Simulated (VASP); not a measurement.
Here is a VASP 6.6.1 calculation.

Contents of INCAR:

```
PREC = Accurate
ENCUT = 520
EDIFF = 1E-6
ISMEAR = -1
SIGMA = 0.05
LREAL = False
LASPH = True
NELM = 80
ALGO = Normal
ISIF = 2
LWAVE = False
LCHARG = False
GGA = RP
IVDW = 13
NBANDS = 15
```

File KPOINTS:

```
Automatic mesh
0
Gamma
  11 11 11
```

Contents of POSCAR:

```
TiC
1.0
    0.0000000000      2.1215080947      2.1215080947
    2.1215080947      0.0000000000      2.1215080947
    2.1215080947      2.1215080947      0.0000000000
Ti C
1 1
Direct
    0.0000000000      0.0000000000      0.0000000000
    0.5000000000      0.5000000000      0.5000000000
```

Potentials or basis: VASP PAW PBE potentials, release 64 (Ti_sv, C).

Command:

```bash
$ cat potpaw_PBE.64/Ti_sv/POTCAR potpaw_PBE.64/C/POTCAR > POTCAR
$ mpirun -np 1 vasp_std > vasp.out
```

Question: Estimate the dispersion energy per atom.

Answer: -0.612 eV.

Question: What does it give for the pressure?

Answer: 10.7 GPa.

Question: What does it give for the band gap on the k mesh?

Answer: Zero (band 8 reaches 11.00 eV, above the bottom of band 9 at 9.85 eV).

Caveat: the PAW data sets were made with another functional, which shifts forces and pressure a little; pairwise dispersion overbinds metals, which lowers pressure and volume.
